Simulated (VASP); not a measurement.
Wanted: the native input for a VASP 6.6.1 run.

* Task: single point
* Functional: r2SCAN
* Potentials or basis: VASP PAW PBE potentials, release 64 (V_sv)
* Cutoff: 520 eV
* k mesh: 24 × 24 × 24
* Occupations: fermi-dirac, width 0.05 eV
* Spin: collinear spin, ferromagnetic start
* Starting moments: [1.0] μB
* Dipole correction: no
* Further INCAR settings: ALGO = Normal; EDIFF = 1e-06; NBANDS = 16

V:

```
CELL_PARAMETERS angstrom
-1.49069 1.49069 1.49069
1.49069 -1.49069 1.49069
1.49069 1.49069 -1.49069
ATOMIC_POSITIONS crystal
V 0.00000 0.00000 0.00000
```

These files were run (other wordings do the same):

POSCAR

```
V
1.0
   -1.4906949076      1.4906949076      1.4906949076
    1.4906949076     -1.4906949076      1.4906949076
    1.4906949076      1.4906949076     -1.4906949076
V
1
Direct
    0.0000000000      0.0000000000      0.0000000000
```

INCAR.step1

```
SYSTEM = V
PREC = Accurate
ENCUT = 520
ISMEAR = -1
SIGMA = 0.05
LREAL = .False.
LASPH = .True.
NELM = 150
ISPIN = 2
MAGMOM = 1
LMAXMIX = 4
NBANDS = 16
GGA = PE
ALGO = Normal
EDIFF = 1E-4
LWAVE = .True.
LCHARG = .False.
```

INCAR.step2

```
SYSTEM = V
PREC = Accurate
ENCUT = 520
EDIFF = 1E-6
ISMEAR = -1
SIGMA = 0.05
LREAL = .False.
LASPH = .True.
NELM = 150
ALGO = Normal
ISIF = 2
LWAVE = .False.
LCHARG = .False.
ISPIN = 2
MAGMOM = 1
LORBIT = 11
LMAXMIX = 4
METAGGA = R2SCAN
LMIXTAU = .True.
NBANDS = 16
ISTART = 1
```

KPOINTS

```
regular mesh
0
Gamma
  24 24 24
  0 0 0
```

Potentials or basis: VASP PAW PBE potentials, release 64 (V_sv).

Command:

```console
$ cat potpaw_PBE.64/V_sv/POTCAR > POTCAR
$ cp INCAR.step1 INCAR
$ mpirun -np 1 vasp_std > vasp.out
$ cp INCAR.step2 INCAR
$ mpirun -np 1 vasp_std > vasp.out
```

Results of the run:

```yaml
Pressure: 0.9 GPa
Net_moment: 0.00 μB per cell
Valence_electrons_inside_the_program's_atomic_spheres: V 11.65
```

Caveat: the PAW data sets were made with another functional, which shifts forces and pressure a little.

Run time: 5.8 min on 1 thread of Intel(R) Xeon(R) Platinum 8488C (Sapphire Rapids) (shared host), peak memory 0.24 GiB.
